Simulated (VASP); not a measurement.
Input of a VASP 6.6.1 run:

INCAR

```
SYSTEM = Y
ALGO = Normal
EDIFF = 1E-7
ENCUT = 520
GGA = PS
ISIF = 2
ISMEAR = -1
LASPH = .True.
LCHARG = .True.
LELF = .True.
LREAL = .False.
LVHAR = .True.
LWAVE = .False.
NBANDS = 18
NELM = 80
PREC = Accurate
SIGMA = 0.1
```

KPOINTS

```
k-points
0
Gamma
  9 9 9
  0 0 0
```

The input POSCAR:

```
Y
1.0
    0.0000000000      3.5010790735      3.5010790735
    3.5010790735      0.0000000000      3.5010790735
    3.5010790735      3.5010790735      0.0000000000
Y
2
Direct
    0.1250000000      0.1250000000      0.1250000000
    0.8750000000      0.8750000000      0.8750000000
```

Potentials or basis: VASP PAW PBE potentials, release 64 (Y_sv).

The run is started by

```console
$ cat potpaw_PBE.64/Y_sv/POTCAR > POTCAR
$ mpirun -np 1 vasp_std > vasp.out
```

Estimate the band gap on the k mesh.

zero (bands 11 and 12 overlap by 0.60 eV).

Estimate the pressure.

-0.8 GPa.

Caveat: the PAW data sets were made with another functional, which shifts forces and pressure a little.
